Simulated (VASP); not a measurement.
Ge: relaxation of cell and atoms with PBE

Ge:

```xyz
4
Lattice="3.8218 0.0000 0.0000 0.0000 4.1239 0.0000 0.0000 0.0000 5.2355" Properties=species:S:1:pos:R:3 pbc="T T T"
Ge    1.9109    0.0000    3.9471
Ge    1.9109    0.0000    1.2884
Ge    0.0000    2.0620    0.0000
Ge    0.0000    0.0000    0.0000
```

The cell was generated, and may not be a known phase.

```yaml
Program: VASP 6.6.1
Task: relaxation of cell and atoms
Functional: PBE
Potentials_or_basis: VASP PAW PBE potentials, release 64 (Ge_d)
Cutoff: 600 eV
k_mesh: 4 × 4 × 4
Occupations: gaussian, width 0.1 eV
Spin: no spin polarisation
Dipole_correction: no
Further_INCAR_settings: ALGO = Normal; EDIFF = 1e-07; IBRION = 2; EDIFFG = -0.04; NSW = 90; ISIF = 3
```

* Relaxed volume: 29.23 Å³/atom
* Relaxed cell: a = 4.148 Å, b = 5.166 Å, c = 5.458 Å, α = 90.00°, β = 90.00°, γ = 90.00°
* Space group after relaxing (to 0.1 Å): Pmmm (No. 47)
* Energy gained by relaxing: 1050.2 meV/atom
* Ionic steps: 17
* Pressure after relaxing: 0.0 GPa
* Largest force after relaxing: 0.018 eV/Å
* Band gap on the k mesh: zero (bands 28 and 29 overlap by 0.87 eV)

Forces in eV/Å, atoms in the order of the input:
```
Ge   0.000  0.000  0.018
Ge   0.000  0.000 -0.018
Ge   0.000  0.000  0.000
Ge   0.000  0.000  0.000
```

The path:
```
step  energy change (eV)  largest force (eV/Å)  pressure (GPa)  volume (Å³)
   1              0.0000                4.0836           37.89        82.52
   2             -3.2953                0.7252           -5.50       154.02
   3             -4.1320                0.1705           -0.33       120.04
   4             -4.1314                0.2394           -0.93       121.87
   5             -4.1327                0.2064           -0.68       120.99
   6             -4.1939                0.0031           -0.16       119.28
   7             -4.1955                0.0551           -0.13       118.98
   8             -4.1955                0.0671           -0.11       118.91
   9             -4.1965                0.0585           -0.12       118.57
  10             -4.1992                0.0128           -0.08       117.52
  11             -4.1925                0.2529            0.50       115.44
  12             -4.1997                0.0096           -0.04       117.20
  13             -4.1998                0.0422            0.00       116.88
  14             -4.2001                0.0610            0.10       116.61
  15             -4.2001                0.0571            0.09       116.64
  16             -4.2004                0.0414            0.05       116.76
  17             -4.2007                0.0185            0.04       116.93
```

Final structure:
```
CELL_PARAMETERS angstrom
4.14755 0.00000 0.00000
0.00000 5.16562 0.00000
0.00000 0.00000 5.45763
ATOMIC_POSITIONS crystal
Ge 0.50000 0.00000 0.72892
Ge 0.50000 0.00000 0.27108
Ge 0.00000 0.50000 0.00000
Ge 0.00000 0.00000 0.00000
```

Levels at points of the mesh, in eV from the Fermi level:
```csv
k point,band 24,band 25,band 26,band 27,band 28,band 29,band 30,band 31,band 32,band 33
"(0.00, 0.00, 0.00)",-5.57,-4.46,-3.32,-1.08,0.57,0.81,1.63,1.92,2.31,3.17
"(0.50, 0.00, 0.00)",-5.56,-4.60,-3.46,-3.27,-1.10,-0.30,0.31,1.80,2.43,6.10
"(0.00, 0.50, 0.00)",-6.74,-3.08,-1.47,-1.00,-0.96,1.20,2.00,2.37,2.58,2.78
"(0.50, 0.50, 0.00)",-5.70,-4.47,-3.01,-2.90,0.18,0.36,1.60,1.87,2.74,2.96
"(0.00, 0.00, 0.50)",-4.27,-2.94,-2.80,-1.55,-0.53,0.10,0.52,2.17,2.53,2.77
"(0.50, 0.00, 0.50)",-5.46,-4.31,-3.42,-0.28,0.06,0.14,0.85,1.24,1.61,4.22
"(0.00, 0.50, 0.50)",-3.54,-2.66,-2.37,-1.07,0.18,0.51,1.27,2.06,2.34,2.82
"(0.50, 0.50, 0.50)",-8.23,-3.99,-2.46,-0.71,-0.29,0.92,1.63,2.15,2.79,3.74
```

Wall time 17 min on 1 thread of Intel(R) Xeon(R) Platinum 8259CL CPU @ 2.50GHz (Skylake/Cascade Lake) (shared host), peak memory 0.25 GiB.

Caveat: the k points lie up to 0.38 Å⁻¹ apart in the final cell, too coarse for converged energies and pressures of a metal; the volume moved by over 15 % at a fixed basis, so the end points are rough.
